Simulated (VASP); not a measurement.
The system is BeS.

```
Be S
1.0
     0.00000    2.31730    2.31730
     2.31730    0.00000    2.31730
     2.31730    2.31730    0.00000
Be S
1 1
Cartesian
  0.0000 0.0000 0.0000
  2.3173 2.3173 2.3173
```

Base run:

* Program: VASP 6.6.1
* Functional: r2SCAN0
* Potentials or basis: VASP PAW PBE potentials, release 64 (Be, S)
* Cutoff: 520 eV
* k mesh: 6 × 6 × 6
* Occupations: gaussian, width 0.01 eV
* Spin: no spin polarisation

Its results: band gap on the k mesh 2.72 eV (least direct gap 6.25 eV); pressure -1.2 GPa.

Task: The run is repeated on the same cell with these changes: functional from r2SCAN0 to HF; share of exact exchange from 0.25 to 1. What comes out?

Result: Band gap on the k mesh 7.67 eV (least direct gap 11.90 eV); pressure 7.0 GPa.

Caveats: the PAW data sets were made with another functional, which shifts forces and pressure a little; the cell stands under pressure (at least some runs).

A k mesh can miss the band edges.
